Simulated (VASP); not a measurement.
A run of VASP 6.6.1 is set up as follows.

INCAR

```
PREC = Accurate
ENCUT = 500
EDIFF = 1E-6
ISMEAR = 0
SIGMA = 0.02
LREAL = F
LASPH = T
NELM = 120
ALGO = Normal
ISIF = 2
LWAVE = F
LCHARG = F
GGA = PE
NBANDS = 11
GGA_COMPAT = F
```

Contents of KPOINTS:

```
Automatic mesh
0
Gamma
  8 8 8
```

The input POSCAR:

```
Si
1.0
    0.0000000000      2.7349905263      2.7349905263
    2.7349905263      0.0000000000      2.7349905263
    2.7349905263      2.7349905263      0.0000000000
Si
2
Direct
    0.0000000000      0.0000000000      0.0000000000
    0.2500000000      0.2500000000      0.2500000000
```

Potentials or basis: VASP PAW PBE potentials, release 64 (Si).

Run with:

```sh
$ cat potpaw_PBE.64/Si/POTCAR > POTCAR
$ mpirun -np 1 vasp_std > vasp.out
```

What does it give for the pressure?

-0.1 GPa.

What does it give for the band gap on the k mesh?

0.65 eV, indirect (least direct gap 2.56 eV).

A k mesh can miss the band edges. As with any semilocal functional, this PBE gap is likely too small.
